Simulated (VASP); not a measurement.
# GaSb3 (Fm-3m) in VASP: notebook

Runs on GaSb3. Level: PBEsol. Tasks: single point.

All numbers are computed with VASP 6.6.1; they aren't measurements. Logs are shortened: lines on timing, memory, paths and dates and some standing lists are left out, and cuts for length are marked.

## 1. The cell of the first run

It takes space group Fm-3m (No. 225, cubic). Conventional cell: a = 7.309 Å, b = 7.309 Å, c = 7.309 Å, α = 90.00°, β = 90.00°, γ = 90.00°. Within 4.2 Å of Sb (site symmetry m-3m) lie 8 Sb at 3.16 Å and 6 Ga at 3.65 Å. Within 4.2 Å of Sb (site symmetry -43m) lie 10 Sb at 3.16 to 3.65 Å and 4 Ga at 3.16 Å. Within 4.2 Å of Ga (site symmetry m-3m) lie 14 Sb at 3.16 to 3.65 Å.

## 2. Single point, PBEsol (volume scaled by 0.94)

INCAR reads:

```
SYSTEM = GaSb3
PREC = Accurate
ENCUT = 520
EDIFF = 1E-6
ISMEAR = -1
SIGMA = 0.05
LREAL = .False.
LASPH = .True.
NELM = 60
ALGO = Normal
ISIF = 2
LWAVE = .False.
LCHARG = .True.
GGA = PS
LELF = .True.
LVHAR = .True.
NBANDS = 22
```

KPOINTS reads:

```
regular mesh
0
Gamma
  6 6 6
  0 0 0
```

POSCAR reads:

```
GaSb3
1.0
    0.0000000000      3.6544390392      3.6544390392
    3.6544390392      0.0000000000      3.6544390392
    3.6544390392      3.6544390392      0.0000000000
Sb Ga
3 1
Direct
    0.5000000000      0.5000000000      0.5000000000
    0.7500000000      0.7500000000      0.7500000000
    0.2500000000      0.2500000000      0.2500000000
    0.0000000000      0.0000000000      0.0000000000
```

Potentials or basis: VASP PAW PBE potentials, release 64 (Sb, Ga_d).

Command:

```console
> cat potpaw_PBE.64/Sb/POTCAR potpaw_PBE.64/Ga_d/POTCAR > POTCAR
> mpirun -np 1 vasp_std > vasp.out
```

OUTCAR:

```text
SYSTEM = GaSb3
   PREC = Accurate
   ENCUT = 520
   EDIFF = 1E-6
   ISMEAR = -1
   LREAL = .False.
   LASPH = .True.
   NELM = 60
   ISIF = 2
   GGA = PS

 ion  position               nearest neighbor table
   1  0.500  0.500  0.500-   3 3.16   3 3.16   3 3.16   2 3.16   3 3.16   2 3.16   2 3.16   2 3.16

   2  0.750  0.750  0.750-   1 3.16   1 3.16   1 3.16   1 3.16   4 3.16   4 3.16   4 3.16   4 3.16
                             3 3.65   3 3.65   3 3.65   3 3.65   3 3.65   3 3.65
   3  0.250  0.250  0.250-   4 3.16   4 3.16   4 3.16   1 3.16   4 3.16   1 3.16   1 3.16   1 3.16
                             2 3.65   2 3.65   2 3.65   2 3.65   2 3.65   2 3.65
   4  0.000  0.000  0.000-   2 3.16   2 3.16   2 3.16   2 3.16   3 3.16   3 3.16   3 3.16   3 3.16

  LATTYP: Found a face centered cubic cell.
 ALAT       =     7.3088780784

  Lattice vectors:

 A1 = (   0.0000000000,   3.6544390392,   3.6544390392)
 A2 = (   3.6544390392,   0.0000000000,   3.6544390392)
 A3 = (   3.6544390392,   3.6544390392,   0.0000000000)

Analysis of symmetry for initial positions (statically):
=====================================================================
 Subroutine PRICEL returns:
 Original cell was already a primitive cell.

 Routine SETGRP: Setting up the symmetry group for a
 face centered cubic supercell.

 Subroutine GETGRP returns: Found 48 space group operations
 (whereof 48 operations were pure point group operations)
 out of a pool of 48 trial point group operations.

The static configuration has the point symmetry O_h .

Analysis of symmetry for dynamics (positions and initial velocities):
=====================================================================
 Subroutine PRICEL returns:
 Original cell was already a primitive cell.

 Routine SETGRP: Setting up the symmetry group for a
 face centered cubic supercell.

 Subroutine GETGRP returns: Found 48 space group operations
 (whereof 48 operations were pure point group operations)
 out of a pool of 48 trial point group operations.

The dynamic configuration has the point symmetry O_h .

 Subroutine INISYM returns: Found 48 space group operations
 (whereof 48 operations are pure point group operations),
 and found     1 'primitive' translations

----------------------------------------------------------------------------------------

                                     Primitive cell

  volume of cell :      97.6095

  direct lattice vectors                    reciprocal lattice vectors
     0.000000000  3.654439039  3.654439039    -0.136819904  0.136819904  0.136819904
     3.654439039  0.000000000  3.654439039     0.136819904 -0.136819904  0.136819904
     3.654439039  3.654439039  0.000000000     0.136819904  0.136819904 -0.136819904

  length of vectors
     5.168157252  5.168157252  5.168157252     0.236979026  0.236979026  0.236979026

  position of ions in fractional coordinates (direct lattice)
     0.500000000  0.500000000  0.500000000
     0.750000000  0.750000000  0.750000000
     0.250000000  0.250000000  0.250000000
     0.000000000  0.000000000  0.000000000

  ion indices of the primitive-cell ions
   primitive index   ion index
                 1           1
                 2           2
                 3           3
                 4           4

----------------------------------------------------------------------------------------

 KPOINTS: regular mesh

Automatic generation of k-mesh.
 Grid dimensions read from file:
 generate k-points for:    6    6    6

 Generating k-lattice:

  Cartesian coordinates                     Fractional coordinates (reciprocal lattice)
    -0.022803317  0.022803317  0.022803317     0.166666667  0.000000000  0.000000000
     0.022803317 -0.022803317  0.022803317     0.000000000  0.166666667  0.000000000
     0.022803317  0.022803317 -0.022803317     0.000000000  0.000000000  0.166666667

  Length of vectors
     0.039496504  0.039496504  0.039496504

  Shift w.r.t. Gamma in fractional coordinates (k-lattice)
     0.000000000  0.000000000  0.000000000

 Subroutine IBZKPT returns following result:
 ===========================================

 Found     16 irreducible k-points:

 Following reciprocal coordinates:
            Coordinates               Weight
  0.000000  0.000000  0.000000      1.000000
  0.166667  0.000000  0.000000      8.000000
  0.333333  0.000000  0.000000      8.000000
  0.500000  0.000000  0.000000      4.000000
  0.166667  0.166667  0.000000      6.000000
  0.333333  0.166667  0.000000     24.000000
[... 8 lines left out ...]
 -0.333333  0.333333  0.166667     24.000000
 -0.333333  0.500000  0.166667     12.000000
   k-points           NKPTS =     16   k-points in BZ     NKDIM =     16   number of bands    NBANDS=     22
   number of dos      NEDOS =    301   number of ions     NIONS =      4
   total plane-waves  NPLWV =  64000
   dimension x,y,z NGX =    40 NGY =   40 NGZ =   40
   dimension x,y,z NGXF=    80 NGYF=   80 NGZF=   80
   ions per type =               3   1
   NGX,Y,Z   is equivalent  to a cutoff of  12.87, 12.87, 12.87 a.u.
   NGXF,Y,Z  is equivalent  to a cutoff of  25.73, 25.73, 25.73 a.u.
 SYSTEM =  GaSb3
   PREC   = accura    normal or accurate (medium, high low for compatibility)
   ISTART =      0    job   : 0-new  1-cont  2-samecut
   ICHARG =      2    charge: 1-file 2-atom 10-const
   ISPIN  =      1    spin polarized calculation?
   LNONCOLLINEAR =      F non collinear calculations
   LSORBIT =      F    spin-orbit coupling
   LASPH  =      T    aspherical Exc in radial PAW
   ENCUT  =  520.0 eV  38.22 Ry    6.18 a.u.   9.61  9.61  9.61*2*pi/ulx,y,z
   NELM   =     60;   NELMIN=  2; NELMDL= -5     # of ELM steps
   EDIFF  = 0.1E-05   stopping-criterion for ELM
   LREAL  =      F    real-space projection
   EDIFFG = 0.1E-04   stopping-criterion for IOM
   NSW    =      0    number of steps for IOM
   IBRION =     -1    ionic relax: 0-MD 1-quasi-New 2-CG
   NFREE  =      0    steps in history (QN), initial steepest desc. (CG)
   ISIF   =      2    stress and relaxation
   ISYM   =      2    0-nonsym 1-usesym 2-fastsym
   POTIM  = 0.5000    time-step for ionic-motion
   TEBEG  =    0.0;   TEEND  =   0.0 temperature during run
   PSTRESS=    0.0 pullay stress
   NELECT =      28.0000    total number of electrons
   NUPDOWN=      -1.0000    fix difference up-down
   EMIN   =  10.00;   EMAX   =-10.00  energy-range for DOS
   EFERMI =   0.00;   METHOD = LEGACY
   ISMEAR =    -1;   SIGMA  =   0.05  broadening in eV -4-tet -1-fermi 0-gaus
   EFERMI_NEDOS =   21; number of points for ismear=-14 and -15
   IALGO  =     38    algorithm
   IMIX   =      4    mixing-type and parameters
     AMIX     =   0.40;   BMIX     =  1.00
     AMIX_MAG =   1.60;   BMIX_MAG =  1.00
  volume/ion in A,a.u.               =      24.40       164.68
  Fermi-wavevector in a.u.,A,eV,Ry     =   1.079684  2.040307 15.860559  1.165718
  Thomas-Fermi vector in A             =   2.215656
   LORBIT       =      0    0 simple, 1 ext, 2 COOP (PROOUT), +10 PAW based schemes
   GGA     = PS    functional components
   LHFCALC =     F    Hartree Fock is set to
   AEXX    =    0.0000 exact exchange contribution
   IVDW    =     0    specifies the selected vdW correction
   LEPSILON=     F    determine dielectric tensor
   LRPA    =     F    only Hartree local field effects (RPA)
 non-spin polarized calculation
  energy-cutoff  :      520.00
  volume of cell :       97.61
 maximum number of plane-waves:      2685
 NGX is ok and might be reduce to    40
   NGX = 19   NGY = 19   NGZ = 19

 number of electron      27.9999995 magnetization

 Free energy of the ion-electron system (eV)
  ---------------------------------------------------
  ext. energy  EPLUGINS =         0.00000000
  ---------------------------------------------------
  free energy    TOTEN  =       -16.30299855 eV

  energy without entropy =      -16.26849930  energy(sigma->0) =      -16.28574892

 E-fermi :   8.1985     XC(G=0): -10.5740

 val. band max:        8.1559068859   @ k =   0.5000   0.0000   0.0000
 cond. band min:       8.2144505058   @ k =   0.3333   0.1667   0.0000
 fundamental gap:      0.0585436199
 Fermi energy:         8.1985077196

 k-point     1 :       0.0000    0.0000    0.0000
  band No.  band energies     occupation
      1      -6.7762      2.00000
      2      -6.7762      2.00000
      3      -6.7762      2.00000
      4      -6.7604      2.00000
      5      -6.7604      2.00000
      6      -4.8494      2.00000
[... 14 lines left out ...]
     21      15.3031      0.00000
     22      15.3031      0.00000

 k-point     2 :       0.1667    0.0000    0.0000
  band No.  band energies     occupation
      1      -6.7779      2.00000
      2      -6.7754      2.00000
      3      -6.7754      2.00000
      4      -6.7607      2.00000
      5      -6.7607      2.00000
      6      -4.6226      2.00000
[... 14 lines left out ...]
     21      13.5546      0.00000
     22      14.7080      0.00000

 k-point     3 :       0.3333    0.0000    0.0000
  band No.  band energies     occupation
      1      -6.7817      2.00000
      2      -6.7741      2.00000
      3      -6.7741      2.00000
      4      -6.7610      2.00000
      5      -6.7610      2.00000
      6      -3.9592      2.00000
[... 14 lines left out ...]
     21      12.8568      0.00000
     22      14.4251      0.00000
[... 276 lines left out ...]
 k-point    15 :      -0.3333    0.3333    0.1667
  band No.  band energies     occupation
      1      -6.7803      2.00000
      2      -6.7779      2.00000
      3      -6.7711      2.00000
      4      -6.7643      2.00000
      5      -6.7608      2.00000
      6      -2.5973      2.00000
[... 14 lines left out ...]
     21      13.2125      0.00000
     22      16.1215      0.00000

 k-point    16 :      -0.3333    0.5000    0.1667
  band No.  band energies     occupation
      1      -6.7836      2.00000
      2      -6.7749      2.00000
      3      -6.7702      2.00000
      4      -6.7659      2.00000
      5      -6.7602      2.00000
      6      -2.0684      2.00000
[... 14 lines left out ...]
     21      12.5349      0.00000
     22      15.3037      0.00000

------------------------ aborting loop because EDIFF is reached ----------------------------------------

  FORCE on cell =-STRESS in cart. coord.  units (eV):
  Direction    XX          YY          ZZ          XY          YZ          ZX
  --------------------------------------------------------------------------------------
  -------------------------------------------------------------------------------------
  Total       -0.2548537     -0.2548537     -0.2548537      0.0000000      0.0000000      0.0000000
  in kB       -4.1832070     -4.1832070     -4.1832070      0.0000000      0.0000000      0.0000000
  external PRESSURE =      -4.1832070 kB  Pullay stress =       0.0000000 kB

 VOLUME and BASIS-vectors are now :
 -----------------------------------------------------------------------------
  energy-cutoff  :      520.00
  volume of cell :       97.61
      direct lattice vectors                 reciprocal lattice vectors
     0.000000000  3.654439039  3.654439039    -0.136819904  0.136819904  0.136819904
     3.654439039  0.000000000  3.654439039     0.136819904 -0.136819904  0.136819904
     3.654439039  3.654439039  0.000000000     0.136819904  0.136819904 -0.136819904

 POSITION                                       TOTAL-FORCE (eV/Angst)
 -----------------------------------------------------------------------------------
      3.65444      3.65444      3.65444         0.000000      0.000000      0.000000
      5.48166      5.48166      5.48166        -0.000000      0.000000     -0.000000
      1.82722      1.82722      1.82722        -0.000000     -0.000000      0.000000
      0.00000      0.00000      0.00000         0.000000      0.000000      0.000000
 -----------------------------------------------------------------------------------
    total drift:                               -0.000000      0.000000      0.000000

  FREE ENERGIE OF THE ION-ELECTRON SYSTEM (eV)
  ---------------------------------------------------
  free  energy   TOTEN  =       -16.3029985503 eV

  energy  without entropy=      -16.2684992973  energy(sigma->0) =      -16.28574892
```

Wall time 46 s (1 thread of AMD EPYC 7R43 (Zen 3), shared host); peak memory 0.2 GiB.

Results:

```
Free energy            : -16.3030 eV
Pressure               : -0.4 GPa
Band gap on the k mesh : zero (band 14 reaches 9.43 eV, above the bottom of band 15 at 5.49 eV)
```

Caveat: the PAW data sets were made with another functional, which shifts forces and pressure a little; spin-orbit coupling is left out, which moves the levels of the heavy elements.

## 3. Single point, PBEsol (volume scaled by 1.02)

INCAR reads:

```
SYSTEM = GaSb3
ALGO = Normal
EDIFF = 1E-6
ENCUT = 520
GGA = PS
ISIF = 2
ISMEAR = -1
LASPH = .TRUE.
LCHARG = .TRUE.
LELF = .TRUE.
LREAL = .FALSE.
LVHAR = .TRUE.
LWAVE = .FALSE.
NBANDS = 22
NELM = 60
PREC = Accurate
SIGMA = 0.05
```

KPOINTS reads:

```
k-points
0
G
  6 6 6
  0 0 0
```

POSCAR reads:

```
GaSb3
1.0
    0.0000000000      3.7553016472      3.7553016472
    3.7553016472      0.0000000000      3.7553016472
    3.7553016472      3.7553016472      0.0000000000
Sb Ga
3 1
Direct
    0.5000000000      0.5000000000      0.5000000000
    0.7500000000      0.7500000000      0.7500000000
    0.2500000000      0.2500000000      0.2500000000
    0.0000000000      0.0000000000      0.0000000000
```

Potentials or basis: VASP PAW PBE potentials, release 64 (Sb, Ga_d).

Command:

```console
> cat potpaw_PBE.64/Sb/POTCAR potpaw_PBE.64/Ga_d/POTCAR > POTCAR
> mpirun -np 1 vasp_std > vasp.out
```

Wall time 52 s (1 thread of AMD EPYC 7R43 (Zen 3), shared host); peak memory 0.21 GiB.

Results (log left out):

```yaml
Free_energy: -16.1745 eV
Pressure: -4.3 GPa
Band_gap_on_the_k_mesh: zero (band 14 reaches 8.32 eV, above the bottom of band 15 at 4.75 eV)
```

Levels at points of the mesh, in eV from the Fermi level:
```tsv
k point	band 10	band 11	band 12	band 13	band 14	band 15	band 16	band 17	band 18	band 19
(0.00, 0.00, 0.00)	-2.61	-2.61	-2.61	-2.45	-2.45	-2.45	-0.78	-0.78	-0.78	3.36
(0.50, 0.00, 0.00)	-3.58	-3.58	-2.65	-2.65	-0.54	-0.20	1.92	1.92	2.83	2.83
(0.50, 0.50, 0.00)	-5.17	-5.17	0.42	0.74	0.93	0.93	1.74	1.74	1.88	3.54
```

Caveat: the PAW data sets were made with another functional, which shifts forces and pressure a little; spin-orbit coupling is left out, which moves the levels of the heavy elements.

(Continued in part 2 of 2.)
